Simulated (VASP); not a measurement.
# NaCl (Fm-3m) in VASP: further runs, part 2 of 2

VASP 6.6.1.

## Step 3: Single point, r2SCAN

POSCAR reads:

```
NaCl
1.0
    0.0000000000      2.8027319616      2.8027319616
    2.8027319616      0.0000000000      2.8027319616
    2.8027319616      2.8027319616      0.0000000000
Na Cl
1 1
Direct
    0.0000000000      0.0000000000      0.0000000000
    0.5000000000      0.5000000000      0.5000000000
```

INCAR.step1 reads:

```
  PREC = Accurate
  ENCUT = 520
  ISMEAR = 0
  SIGMA = 0.01
  LREAL = F
  LASPH = T
  NELM = 60
  ISYM = 0
  NBANDS = 14
  GGA = PE
  ALGO = Normal
  EDIFF = 1E-4
  LWAVE = T
  LCHARG = F
```

INCAR.step2 reads:

```
  PREC = Accurate
  ENCUT = 520
  EDIFF = 1E-6
  ISMEAR = 0
  SIGMA = 0.01
  LREAL = F
  LASPH = T
  NELM = 60
  ALGO = Normal
  ISIF = 2
  LWAVE = F
  LCHARG = F
  METAGGA = R2SCAN
  LMIXTAU = T
  ISYM = 0
  NBANDS = 14
  ISTART = 1
```

KPOINTS reads:

```
Automatic mesh
0
Gamma
  6 6 6
  0.5 0.5 0.5
```

Potentials or basis: VASP PAW PBE potentials, release 64 (Na_pv, Cl).

On the command line:

```
> cat potpaw_PBE.64/Na_pv/POTCAR potpaw_PBE.64/Cl/POTCAR > POTCAR
> cp INCAR.step1 INCAR
> mpirun -np 1 vasp_std > vasp.out
> cp INCAR.step2 INCAR
> mpirun -np 1 vasp_std > vasp.out
```

Run time: 10 min. Hardware: 1 thread of AMD EPYC 9R45 (Zen 5), shared host; peak memory 0.31 GiB.

It converged, with:

| Item | Value |
| --- | --- |
| Free energy | -13.7901 eV |
| Pressure | -0.2 GPa |
| Band gap on the k mesh | 6.25 eV |

Levels at points of the mesh, in eV from the valence-band top:
```tsv
k point	band 4	band 5	band 6	band 7	band 8	band 9	band 10	band 11
(0.08, 0.08, 0.08)	-13.22	-0.15	0.00	0.00	6.25	11.51	11.90	11.90
```

Caveat: the PAW data sets were made with another functional, which shifts forces and pressure a little; a shifted mesh leaves out Γ, where band edges can lie. A k mesh can miss the band edges.

## Step 4: Single point, HSE06

POSCAR is that of step 3.

INCAR.step1 reads:

```
PREC = Accurate ; ENCUT = 520
EDIFF = 1E-5 ; ISMEAR = 0
SIGMA = 0.01 ; LREAL = F
LASPH = T ; NELM = 60
ALGO = Normal ; ISIF = 2
LWAVE = T ; GGA = PE
NBANDS = 14
```

INCAR.step2 reads:

```
PREC = Accurate ; ENCUT = 520
EDIFF = 1E-7 ; ISMEAR = 0
SIGMA = 0.01 ; LREAL = F
LASPH = T ; NELM = 60
ALGO = Normal ; ISIF = 2
LWAVE = F ; LCHARG = T
GGA = PE ; LHFCALC = T
HFSCREEN = 0.2079 ; PRECFOCK = Normal
LELF = T ; LVHAR = T
ISTART = 1 ; NBANDS = 14
```

KPOINTS reads:

```
Automatic mesh
0
Gamma
  4 4 4
```

On the command line:

```
> cat potpaw_PBE.64/Na_pv/POTCAR potpaw_PBE.64/Cl/POTCAR > POTCAR
> cp INCAR.step1 INCAR
> mpirun -np 1 vasp_std > vasp.out
> cp INCAR.step2 INCAR
> mpirun -np 1 vasp_std > vasp.out
```

Wall time 2.6 min (1 thread of AMD EPYC 9R45 (Zen 5), shared host); peak memory 0.23 GiB.

The run converged. Its results:

| Item | Value |
| --- | --- |
| Free energy | -7.8742 eV |
| Pressure | 0.7 GPa |
| Band gap on the k mesh | 6.55 eV |

Levels at points of the mesh, in eV from the valence-band top:
```tsv
k point	band 5	band 6	band 7	band 8	band 9	band 10
(0.00, 0.00, 0.00)	0.00	0.00	0.00	6.55	12.64	12.64
(0.50, 0.00, 0.00)	-2.10	-0.29	-0.29	8.66	12.40	12.55
(0.50, 0.50, 0.00)	-1.83	-0.66	-0.66	9.05	9.40	13.03
```

Caveat: the k points lie up to 0.49 Å⁻¹ apart; the PAW data sets were made with another functional, which shifts forces and pressure a little.

## Step 5: Single point, PBE-based screened hybrid with 20 % exact exchange

POSCAR is that of step 4.

INCAR.step1 reads:

```
SYSTEM = NaCl
ALGO = Normal ; EDIFF = 1E-5
ENCUT = 520 ; GGA = PE
ISIF = 2 ; ISMEAR = 0
LASPH = .True. ; LREAL = .False.
LWAVE = .True. ; NBANDS = 14
NELM = 100 ; PREC = Accurate
SIGMA = 0.01
```

INCAR.step2 reads:

```
SYSTEM = NaCl
AEXX = 0.2 ; ALGO = Normal
EDIFF = 1E-6 ; ENCUT = 520
GGA = PE ; HFSCREEN = 0.3
ISIF = 2 ; ISMEAR = 0
ISTART = 1 ; LASPH = .True.
LCHARG = .True. ; LELF = .True.
LHFCALC = .True. ; LREAL = .False.
LVHAR = .True. ; LWAVE = .False.
NBANDS = 14 ; NELM = 100
PREC = Accurate ; PRECFOCK = Normal
SIGMA = 0.01
```

KPOINTS reads:

```
k-points
0
Gamma
  4 4 4
  0 0 0
```

On the command line:

```
> cat potpaw_PBE.64/Na_pv/POTCAR potpaw_PBE.64/Cl/POTCAR > POTCAR
> cp INCAR.step1 INCAR
> mpirun -np 1 vasp_std > vasp.out
> cp INCAR.step2 INCAR
> mpirun -np 1 vasp_std > vasp.out
```

It took 1.9 min on 1 thread of AMD EPYC 9R45 (Zen 5), shared host; peak memory 0.23 GiB.

It converged, with:

- Free energy: -7.5066 eV
- Pressure: 0.9 GPa
- Band gap on the k mesh: 6.08 eV

Levels at points of the mesh, in eV from the valence-band top:
| k point | band 3 | band 4 | band 5 | band 6 | band 7 | band 8 | band 9 | band 10 | band 11 | band 12 |
| --- | --- | --- | --- | --- | --- | --- | --- | --- | --- | --- |
| (0.00, 0.00, 0.00) | -22.41 | -13.62 | 0.00 | 0.00 | 0.00 | 6.08 | 12.12 | 12.12 | 12.12 | 14.43 |
| (0.50, 0.00, 0.00) | -22.41 | -13.24 | -2.05 | -0.29 | -0.29 | 8.19 | 11.85 | 12.02 | 12.02 | 16.16 |
| (0.50, 0.50, 0.00) | -22.41 | -13.19 | -1.79 | -0.65 | -0.65 | 8.54 | 8.93 | 12.50 | 16.08 | 16.08 |

Caveat: the k points lie up to 0.49 Å⁻¹ apart; the PAW data sets were made with another functional, which shifts forces and pressure a little.

## Step 6: Single point, PBE-based screened hybrid with 30 % exact exchange

POSCAR is that of step 5.

INCAR.step1 reads:

```
SYSTEM = NaCl
PREC = Accurate
ENCUT = 520
EDIFF = 1E-5
ISMEAR = 0
SIGMA = 0.01
LREAL = .False.
LASPH = .True.
NELM = 100
ALGO = Normal
ISIF = 2
LWAVE = .True.
GGA = PE
NBANDS = 14
```

INCAR.step2 reads:

```
SYSTEM = NaCl
PREC = Accurate
ENCUT = 520
EDIFF = 1E-6
ISMEAR = 0
SIGMA = 0.01
LREAL = .False.
LASPH = .True.
NELM = 100
ALGO = Normal
ISIF = 2
LWAVE = .False.
LCHARG = .True.
GGA = PE
LHFCALC = .True.
AEXX = 0.3
HFSCREEN = 0.5
PRECFOCK = Normal
LELF = .True.
LVHAR = .True.
ISTART = 1
NBANDS = 14
```

KPOINTS reads:

```
regular mesh
0
Gamma
  4 4 4
  0 0 0
```

Potentials or basis: VASP PAW PBE potentials, release 64 (Na_pv, Cl).

On the command line:

```
> cat potpaw_PBE.64/Na_pv/POTCAR potpaw_PBE.64/Cl/POTCAR > POTCAR
> cp INCAR.step1 INCAR
> mpirun -np 1 vasp_std > vasp.out
> cp INCAR.step2 INCAR
> mpirun -np 1 vasp_std > vasp.out
```

Wall time 2.2 min (1 thread of AMD EPYC 9R45 (Zen 5), shared host); peak memory 0.23 GiB.

The run converged. Its results:

- Free energy: -7.5307 eV
- Pressure: 0.7 GPa
- Band gap on the k mesh: 6.06 eV

Levels at points of the mesh, in eV from the valence-band top:
```tsv
k point	band 4	band 5	band 6	band 7	band 8	band 9	band 10	band 11
(0.00, 0.00, 0.00)	-13.88	0.00	0.00	0.00	6.06	12.09	12.09	12.09
(0.50, 0.00, 0.00)	-13.52	-2.02	-0.28	-0.28	8.16	11.83	11.99	11.99
(0.50, 0.50, 0.00)	-13.46	-1.76	-0.64	-0.64	8.51	8.90	12.48	16.08
```

Caveat: the k points lie up to 0.49 Å⁻¹ apart; the PAW data sets were made with another functional, which shifts forces and pressure a little.

## Step 7: Single point, PBE-based screened hybrid with 35 % exact exchange

POSCAR is that of step 6.

INCAR.step1 reads:

```
ALGO     = Normal         # electronic algorithm
EDIFF    = 1E-5           # SCF threshold, eV
ENCUT    = 520            # plane-wave cutoff, eV
GGA      = PE             # functional
ISIF     = 2              # what is computed and relaxed
ISMEAR   = 0              # smearing method
LASPH    = T              # aspherical terms in the spheres
LCHARG   = F              # write CHGCAR
LREAL    = F              # projectors in reciprocal space
LWAVE    = T              # write WAVECAR
NBANDS   = 14             # bands
NELM     = 60             # most SCF steps
PREC     = Accurate       # precision mode
SIGMA    = 0.01           # smearing width, eV
```

INCAR.step2 reads:

```
AEXX     = 0.35           # exact-exchange fraction
ALGO     = Normal         # electronic algorithm
EDIFF    = 1E-6           # SCF threshold, eV
ENCUT    = 520            # plane-wave cutoff, eV
GGA      = PE             # functional
HFSCREEN = 0.3            # screening, 1/A
ISIF     = 2              # what is computed and relaxed
ISMEAR   = 0              # smearing method
ISTART   = 1            
LASPH    = T              # aspherical terms in the spheres
LCHARG   = F              # write CHGCAR
LHFCALC  = T              # exact exchange
LREAL    = F              # projectors in reciprocal space
LWAVE    = F              # write WAVECAR
NBANDS   = 14             # bands
NELM     = 60             # most SCF steps
PREC     = Accurate       # precision mode
PRECFOCK = Normal       
SIGMA    = 0.01           # smearing width, eV
```

KPOINTS reads:

```
k-points
0
Gamma
  4 4 4
```

On the command line:

```
> cat potpaw_PBE.64/Na_pv/POTCAR potpaw_PBE.64/Cl/POTCAR > POTCAR
> cp INCAR.step1 INCAR
> mpirun -np 1 vasp_std > vasp.out
> cp INCAR.step2 INCAR
> mpirun -np 1 vasp_std > vasp.out
```

Run time: 1.7 min. Hardware: 1 thread of AMD EPYC 9R45 (Zen 5), shared host; peak memory 0.23 GiB.

Results (log left out):

| Item | Value |
| --- | --- |
| Free energy | -8.0768 eV |
| Pressure | 0.6 GPa |
| Band gap on the k mesh | 6.77 eV |

Levels at points of the mesh, in eV from the valence-band top:
| k point | band 4 | band 5 | band 6 | band 7 | band 8 | band 9 | band 10 | band 11 |
| --- | --- | --- | --- | --- | --- | --- | --- | --- |
| (0.00, 0.00, 0.00) | -14.30 | 0.00 | 0.00 | 0.00 | 6.77 | 12.86 | 12.86 | 12.86 |
| (0.50, 0.00, 0.00) | -13.91 | -2.10 | -0.30 | -0.30 | 8.86 | 12.66 | 12.78 | 12.78 |
| (0.50, 0.50, 0.00) | -13.85 | -1.84 | -0.67 | -0.67 | 9.26 | 9.59 | 13.28 | 16.94 |

Caveat: the k points lie up to 0.49 Å⁻¹ apart; the PAW data sets were made with another functional, which shifts forces and pressure a little.

## Step 8: Overview

| level | k mesh | smearing | grid for exact exchange (PRECFOCK) | share of exact exchange | screening parameter | gap on the mesh (eV) | pressure (GPa) |
| --- | --- | --- | --- | --- | --- | --- | --- |
| r2SCAN | 6 × 6 × 6 | methfessel-paxton 0.001 eV | - | - | - | 6.00 | -0.1 |
| r2SCAN | 6 × 6 × 6, shifted | gaussian 0.01 eV | - | - | - | 6.25 | -0.2 |
| HSE06 | 4 × 4 × 4 | gaussian 0.01 eV | Normal | 0.25 | 0.2079 1/Å | 6.55 | 0.7 |
| PBE-based screened hybrid with 20 % exact exchange | 4 × 4 × 4 | gaussian 0.01 eV | Normal | 0.2 | 0.3 1/Å | 6.08 | 0.9 |
| PBE-based screened hybrid with 30 % exact exchange | 4 × 4 × 4 | gaussian 0.01 eV | Normal | 0.3 | 0.5 1/Å | 6.06 | 0.7 |
| PBE-based screened hybrid with 35 % exact exchange | 4 × 4 × 4 | gaussian 0.01 eV | Normal | 0.35 | 0.3 1/Å | 6.77 | 0.6 |

Alike in all rows: task single point; potentials or basis VASP PAW PBE potentials, release 64 (Na_pv, Cl); no spin polarisation; cell as given; cutoff (eV) 520.

Caveats: some runs use coarse meshes; the PAW data sets were made with another functional, which shifts forces and pressure a little; a shifted mesh leaves out Γ, where band edges can lie (at least some runs).

Total energies depend on the potentials used, so only differences within one code and one set of settings carry meaning.
